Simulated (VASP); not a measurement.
# Ta (P6/mmm) in VASP: further runs

Ta is run at these levels: PBE; tasks: single point.

Program: VASP 6.6.1. These are calculated values, not measurements. Logs are shortened: lines on timing, memory, paths and dates and some standing lists are left out, and cuts for length are marked.

## (1) The cell of the first run

The structure is hexagonal, space group P6/mmm (No. 191). The conventional cell has a = 2.791 Å, b = 2.791 Å, c = 2.639 Å, α = 90.00°, β = 90.00°, γ = 120.00°. Within 3.5 Å of Ta (site symmetry 6/mmm) lie 8 Ta at 2.64 to 2.79 Å.

## (2) Single point, PBE

File INCAR:

```
PREC = Accurate ; ENCUT = 520
EDIFF = 1E-6 ; ISMEAR = -1
SIGMA = 0.05 ; LREAL = False
LASPH = True ; NELM = 80
ALGO = Normal ; ISIF = 2
LWAVE = False ; LCHARG = False
GGA = PE ; NBANDS = 12
```

File KPOINTS:

```
Automatic mesh
0
Gamma
  17 17 16
```

File POSCAR:

```
Ta
1.0
    2.7907504279      0.0000000000      0.0000000000
   -1.3953752139      2.4168607662      0.0000000000
    0.0000000000      0.0000000000      2.6385863764
Ta
1
Direct
    0.0000000000      0.0000000000      0.0000000000
```

Potentials or basis: VASP PAW PBE potentials, release 64 (Ta_pv).

On the command line:

```console
cat potpaw_PBE.64/Ta_pv/POTCAR > POTCAR
mpirun -np 1 vasp_std > vasp.out
```

OUTCAR:

```text
PREC = Accurate
   ENCUT = 520
   EDIFF = 1E-6
   ISMEAR = -1
   LREAL = False
   LASPH = True
   NELM = 80
   ISIF = 2
   GGA = PE

 ion  position               nearest neighbor table
   1  0.000  0.000  0.000-

  LATTYP: Found a hexagonal cell.
 ALAT       =     2.7907504279
 C/A-ratio  =     0.9454755789

  Lattice vectors:

 A1 = (   2.7907504279,   0.0000000000,   0.0000000000)
 A2 = (  -1.3953752139,   2.4168607662,   0.0000000000)
 A3 = (   0.0000000000,   0.0000000000,   2.6385863764)

Analysis of symmetry for initial positions (statically):
=====================================================================
 Subroutine PRICEL returns:
 Original cell was already a primitive cell.

 Routine SETGRP: Setting up the symmetry group for a
 hexagonal supercell.

 Subroutine GETGRP returns: Found 24 space group operations
 (whereof 24 operations were pure point group operations)
 out of a pool of 24 trial point group operations.

The static configuration has the point symmetry D_6h.

Analysis of symmetry for dynamics (positions and initial velocities):
=====================================================================
 Subroutine PRICEL returns:
 Original cell was already a primitive cell.

 Routine SETGRP: Setting up the symmetry group for a
 hexagonal supercell.

 Subroutine GETGRP returns: Found 24 space group operations
 (whereof 24 operations were pure point group operations)
 out of a pool of 24 trial point group operations.

The dynamic configuration has the point symmetry D_6h.

 Subroutine INISYM returns: Found 24 space group operations
 (whereof 24 operations are pure point group operations),
 and found     1 'primitive' translations

----------------------------------------------------------------------------------------

                                     Primitive cell

  volume of cell :      17.7969

  direct lattice vectors                    reciprocal lattice vectors
     2.790750428  0.000000000  0.000000000     0.358326560  0.206879936  0.000000000
    -1.395375214  2.416860766  0.000000000     0.000000000  0.413759871  0.000000000
     0.000000000  0.000000000  2.638586376     0.000000000  0.000000000  0.378990815

  length of vectors
     2.790750428  2.790750428  2.638586376     0.413759871  0.413759871  0.378990815

  position of ions in fractional coordinates (direct lattice)
     0.000000000  0.000000000  0.000000000

  ion indices of the primitive-cell ions
   primitive index   ion index
                 1           1

----------------------------------------------------------------------------------------

 KPOINTS: Automatic mesh

Automatic generation of k-mesh.
 Grid dimensions read from file:
 generate k-points for:   17   17   16

 Generating k-lattice:

  Cartesian coordinates                     Fractional coordinates (reciprocal lattice)
     0.021078033  0.012169408  0.000000000     0.058823529 -0.000000000  0.000000000
     0.000000000  0.024338816  0.000000000     0.000000000  0.058823529  0.000000000
     0.000000000  0.000000000  0.023686926     0.000000000  0.000000000  0.062500000

  Length of vectors
     0.024338816  0.024338816  0.023686926

  Shift w.r.t. Gamma in fractional coordinates (k-lattice)
     0.000000000  0.000000000  0.000000000

 Subroutine IBZKPT returns following result:
 ===========================================

 Found    297 irreducible k-points:

 Following reciprocal coordinates:
            Coordinates               Weight
  0.000000  0.000000  0.000000      1.000000
  0.058824  0.000000  0.000000      6.000000
  0.117647 -0.000000  0.000000      6.000000
  0.176471  0.000000  0.000000      6.000000
  0.235294 -0.000000  0.000000      6.000000
  0.294118  0.000000  0.000000      6.000000
[... 16 lines left out ...]
  0.411765  0.117647  0.000000     12.000000
  0.176471  0.176471  0.000000      6.000000
 [... further k-points ...]
   k-points           NKPTS =    297   k-points in BZ     NKDIM =    297   number of bands    NBANDS=     12
   number of dos      NEDOS =    301   number of ions     NIONS =      1
   total plane-waves  NPLWV =  11520
   dimension x,y,z NGX =    24 NGY =   24 NGZ =   20
   dimension x,y,z NGXF=    48 NGYF=   48 NGZF=   40
   ions per type =               1
   NGX,Y,Z   is equivalent  to a cutoff of  14.30, 14.30, 12.60 a.u.
   NGXF,Y,Z  is equivalent  to a cutoff of  28.59, 28.59, 25.20 a.u.
 SYSTEM =  unknown system
   PREC   = accura    normal or accurate (medium, high low for compatibility)
   ISTART =      0    job   : 0-new  1-cont  2-samecut
   ICHARG =      2    charge: 1-file 2-atom 10-const
   ISPIN  =      1    spin polarized calculation?
   LNONCOLLINEAR =      F non collinear calculations
   LSORBIT =      F    spin-orbit coupling
   LASPH  =      T    aspherical Exc in radial PAW
   ENCUT  =  520.0 eV  38.22 Ry    6.18 a.u.   5.19  5.19  4.91*2*pi/ulx,y,z
   NELM   =     80;   NELMIN=  2; NELMDL= -5     # of ELM steps
   EDIFF  = 0.1E-05   stopping-criterion for ELM
   LREAL  =      F    real-space projection
   EDIFFG = 0.1E-04   stopping-criterion for IOM
   NSW    =      0    number of steps for IOM
   IBRION =     -1    ionic relax: 0-MD 1-quasi-New 2-CG
   NFREE  =      0    steps in history (QN), initial steepest desc. (CG)
   ISIF   =      2    stress and relaxation
   ISYM   =      2    0-nonsym 1-usesym 2-fastsym
   POTIM  = 0.5000    time-step for ionic-motion
   TEBEG  =    0.0;   TEEND  =   0.0 temperature during run
   PSTRESS=    0.0 pullay stress
   NELECT =      11.0000    total number of electrons
   NUPDOWN=      -1.0000    fix difference up-down
   EMIN   =  10.00;   EMAX   =-10.00  energy-range for DOS
   EFERMI =   0.00;   METHOD = LEGACY
   ISMEAR =    -1;   SIGMA  =   0.05  broadening in eV -4-tet -1-fermi 0-gaus
   EFERMI_NEDOS =   21; number of points for ismear=-14 and -15
   IALGO  =     38    algorithm
   IMIX   =      4    mixing-type and parameters
     AMIX     =   0.40;   BMIX     =  1.00
     AMIX_MAG =   1.60;   BMIX_MAG =  1.00
  volume/ion in A,a.u.               =      17.80       120.10
  Fermi-wavevector in a.u.,A,eV,Ry     =   1.394519  2.635259 26.459019  1.944683
  Thomas-Fermi vector in A             =   2.518060
   LORBIT       =      0    0 simple, 1 ext, 2 COOP (PROOUT), +10 PAW based schemes
   GGA     = PE    functional components
   LHFCALC =     F    Hartree Fock is set to
   AEXX    =    0.0000 exact exchange contribution
   IVDW    =     0    specifies the selected vdW correction
   LEPSILON=     F    determine dielectric tensor
   LRPA    =     F    only Hartree local field effects (RPA)
 non-spin polarized calculation
  energy-cutoff  :      520.00
  volume of cell :       17.80
 maximum number of plane-waves:       490
 NGX is ok and might be reduce to    24

 number of electron      11.0000000 magnetization

 Free energy of the ion-electron system (eV)
  ---------------------------------------------------
  ext. energy  EPLUGINS =         0.00000000
  ---------------------------------------------------
  free energy    TOTEN  =       -11.00972224 eV

  energy without entropy =      -11.00151319  energy(sigma->0) =      -11.00561771

 E-fermi :   6.0302     XC(G=0): -12.6121

 val. band max:        6.0197176134   @ k =   0.3529   0.0588   0.0000
 cond. band min:       6.0528842537   @ k =   0.3529   0.0000   0.1875
 fundamental gap:      0.0331666403
 Fermi energy:         6.0301840759

 k-point     1 :       0.0000    0.0000    0.0000
  band No.  band energies     occupation
      1     -27.3734      2.00000
      2     -27.3734      2.00000
      3     -27.3286      2.00000
      4      -2.2626      2.00000
      5       2.6559      2.00000
      6       6.4389      0.00056
      7       6.4389      0.00056
      8      12.8509      0.00000
      9      12.8509      0.00000
     10      18.8836      0.00000
     11      20.3830      0.00000
     12      21.0871      0.00000

 k-point     2 :       0.0588    0.0000    0.0000
  band No.  band energies     occupation
      1     -27.4283      2.00000
      2     -27.3854      2.00000
      3     -27.3229      2.00000
      4      -2.1128      2.00000
      5       2.7251      2.00000
      6       6.2531      0.02289
      7       6.5847      0.00003
      8      12.5951      0.00000
      9      12.8154      0.00000
     10      19.2766      0.00000
     11      20.3826      0.00000
     12      21.4643      0.00000

 k-point     3 :       0.1176   -0.0000    0.0000
  band No.  band energies     occupation
      1     -27.5833      2.00000
      2     -27.4195      2.00000
      3     -27.3066      2.00000
      4      -1.6847      2.00000
      5       2.9220      2.00000
      6       5.7897      1.98384
      7       7.0167      0.00000
      8      11.9551      0.00000
      9      12.7152      0.00000
     10      20.3391      0.00000
     11      20.3819      0.00000
     12      22.4542      0.00000

 k-point     4 :       0.1765    0.0000    0.0000
  band No.  band energies     occupation
      1     -27.8122      2.00000
      2     -27.4709      2.00000
      3     -27.2817      2.00000
      4      -1.0419      2.00000
      5       3.1948      2.00000
      6       5.2733      2.00000
      7       7.7192      0.00000
      8      11.1560      0.00000
      9      12.5670      0.00000
     10      20.3763      0.00000
     11      21.4309      0.00000
     12      22.5247      0.00000

 k-point     5 :       0.2353   -0.0000    0.0000
  band No.  band energies     occupation
      1     -28.0790      2.00000
      2     -27.5322      2.00000
      3     -27.2516      2.00000
      4      -0.2916      2.00000
      5       3.3769      2.00000
      6       5.0268      2.00000
      7       8.6638      0.00000
      8      10.3584      0.00000
      9      12.3938      0.00000
     10      20.1732      0.00000
     11      20.4473      0.00000
     12      23.7205      0.00000

 k-point     6 :       0.2941    0.0000    0.0000
  band No.  band energies     occupation
      1     -28.3458      2.00000
      2     -27.5949      2.00000
      3     -27.2203      2.00000
      4       0.4129      2.00000
      5       3.3212      2.00000
      6       5.3033      2.00000
      7       9.6534      0.00000
      8       9.8042      0.00000
      9      12.2205      0.00000
     10      18.8928      0.00000
     11      20.3947      0.00000
     12      22.5658      0.00000

 k-point     7 :       0.3529    0.0000    0.0000
  band No.  band energies     occupation
      1     -28.5782      2.00000
      2     -27.6506      2.00000
      3     -27.1920      2.00000
      4       0.8903      2.00000
      5       3.2904      2.00000
      6       5.8753      1.91357
      7       9.0921      0.00000
      8      11.0618      0.00000
      9      12.0694      0.00000
     10      17.9010      0.00000
     11      20.3912      0.00000
     12      21.3585      0.00000

 k-point     8 :       0.4118    0.0000    0.0000
  band No.  band energies     occupation
      1     -28.7486      2.00000
      2     -27.6922      2.00000
      3     -27.1705      2.00000
      4       1.0717      2.00000
      5       3.4446      2.00000
      6       6.4259      0.00073
      7       8.7040      0.00000
      8      11.9585      0.00000
      9      12.2837      0.00000
     10      17.3395      0.00000
     11      20.1928      0.00000
     12      20.3903      0.00000
[... 166 lines left out ...]
 k-point    20 :       0.2353    0.1176    0.0000
  band No.  band energies     occupation
      1     -28.3630      2.00000
      2     -27.6843      2.00000
      3     -27.2107      2.00000
      4       0.8322      2.00000
      5       3.5856      2.00000
      6       4.7443      2.00000
      7       9.6197      0.00000
      8      10.3860      0.00000
      9      11.8976      0.00000
     10      18.7183      0.00000
     11      20.3942      0.00000
     12      21.0587      0.00000

 k-point    21 :       0.2941    0.1176    0.0000
  band No.  band energies     occupation
      1     -28.5592      2.00000
      2     -27.7587      2.00000
      3     -27.1842      2.00000
      4       1.3926      2.00000
      5       3.4487      2.00000
      6       5.3290      2.00000
      7       9.1527      0.00000
      8      11.5987      0.00000
      9      11.6764      0.00000
     10      17.6500      0.00000
     11      20.0769      0.00000
     12      20.3941      0.00000

 k-point    22 :       0.3529    0.1176    0.0000
  band No.  band energies     occupation
      1     -28.7036      2.00000
      2     -27.8144      2.00000
      3     -27.1643      2.00000
      4       1.6304      2.00000
      5       3.5442      2.00000
      6       5.9146      1.81952
      7       8.8266      0.00000
      8      11.5141      0.00000
      9      12.7133      0.00000
     10      16.8452      0.00000
     11      19.1185      0.00000
     12      20.3907      0.00000

 k-point    23 :       0.4118    0.1176    0.0000
  band No.  band energies     occupation
      1     -28.7800      2.00000
      2     -27.8440      2.00000
      3     -27.1535      2.00000
      4       1.6692      2.00000
      5       3.6971      2.00000
      6       6.2842      0.01235
      7       8.6595      0.00000
      8      11.4285      0.00000
      9      13.4976      0.00000
     10      16.2994      0.00000
     11      18.5125      0.00000
     12      20.3899      0.00000

 k-point    24 :       0.1765    0.1765    0.0000
  band No.  band energies     occupation
      1     -28.3177      2.00000
      2     -27.7054      2.00000
      3     -27.2133      2.00000
      4       0.8533      2.00000
      5       4.0591      2.00000
      6       4.0939      2.00000
      7       9.7361      0.00000
      8      10.3408      0.00000
      9      11.8145      0.00000
     10      18.9359      0.00000
     11      20.3978      0.00000
     12      20.7753      0.00000

 [... further k-points ...]
[... 5 lines left out ...]
  --------------------------------------------------------------------------------------
  -------------------------------------------------------------------------------------
  Total        2.3491195      2.3491195      2.3581565      0.0000000     -0.0000000      0.0000000
  in kB      211.4811917    211.4811917    212.2947557      0.0000000     -0.0000000      0.0000000
  external PRESSURE =     211.7523797 kB  Pullay stress =       0.0000000 kB

 VOLUME and BASIS-vectors are now :
 -----------------------------------------------------------------------------
  energy-cutoff  :      520.00
  volume of cell :       17.80
      direct lattice vectors                 reciprocal lattice vectors
     2.790750428  0.000000000  0.000000000     0.358326560  0.206879936  0.000000000
    -1.395375214  2.416860766  0.000000000     0.000000000  0.413759871  0.000000000
     0.000000000  0.000000000  2.638586376     0.000000000  0.000000000  0.378990815

 POSITION                                       TOTAL-FORCE (eV/Angst)
 -----------------------------------------------------------------------------------
      0.00000      0.00000      0.00000        -0.000000      0.000000      0.000000
 -----------------------------------------------------------------------------------
    total drift:                                0.000000      0.000000     -0.000000

  FREE ENERGIE OF THE ION-ELECTRON SYSTEM (eV)
  ---------------------------------------------------
  free  energy   TOTEN  =       -11.0097222422 eV

  energy  without entropy=      -11.0015131876  energy(sigma->0) =      -11.00561771
```

Wall time 76 s (1 thread of AMD EPYC 7R43 (Zen 3), shared host); peak memory 0.14 GiB.

What came out:

| Item | Value |
| --- | --- |
| Free energy | -11.0097 eV |
| Pressure | 21.2 GPa |

Stress tensor (GPa, compression positive):
```
21.15  0.00  0.00
 0.00 21.15  0.00
 0.00  0.00 21.23
```

Levels at points of the mesh, in eV from the Fermi level:
```csv
k point,band 3,band 4,band 5,band 6,band 7,band 8
"(0.00, 0.00, 0.00)",-33.36,-8.29,-3.37,0.41,0.41,6.82
"(0.00, 0.00, 0.50)",-33.25,-4.63,-0.36,1.40,1.40,2.72
```

Caveat: spin-orbit coupling is left out, which moves the levels of the heavy elements.

## (3) Single point, PBE

INCAR, as its differences from that of step 2:

```diff
@@ -3,3 +3,3 @@
 SIGMA = 0.05 ; LREAL = False
-LASPH = True ; NELM = 80
+LASPH = True ; NELM = 100
 ALGO = Normal ; ISIF = 2
```

File KPOINTS:

```
regular mesh
0
Gamma
  17 17 16
```

File POSCAR:

```
Ta
1.0
    2.7907504280      0.0000000000      0.0000000000
   -1.3953752140      2.4168607662      0.0000000000
    0.0000000000      0.0000000000      2.6385863764
Ta
1
Direct
    0.0000000000      0.0000000000      0.0000000000
```

Potentials or basis: VASP PAW PBE potentials, release 64 (Ta_pv).

On the command line:

```console
cat potpaw_PBE.64/Ta_pv/POTCAR > POTCAR
mpirun -np 1 vasp_std > vasp.out
```

Wall time 60 s (1 thread of AMD EPYC 7R43 (Zen 3), shared host); peak memory 0.14 GiB.

The run converged. Its results:

```
Free energy : -11.0097 eV
Pressure    : 21.2 GPa
```

Stress tensor (GPa, compression positive):
```
21.15  0.00  0.00
 0.00 21.15  0.00
 0.00  0.00 21.23
```

Levels at points of the mesh, in eV from the Fermi level:
| k point | band 1 | band 2 | band 3 | band 4 | band 5 | band 6 | band 7 | band 8 | band 9 | band 10 |
| --- | --- | --- | --- | --- | --- | --- | --- | --- | --- | --- |
| (0.00, 0.00, 0.00) | -33.40 | -33.40 | -33.36 | -8.29 | -3.37 | 0.41 | 0.41 | 6.82 | 6.82 | 12.85 |
| (0.00, 0.00, 0.50) | -35.01 | -33.25 | -33.25 | -4.63 | -0.36 | 1.40 | 1.40 | 2.72 | 2.72 | 11.49 |

Caveat: spin-orbit coupling is left out, which moves the levels of the heavy elements.
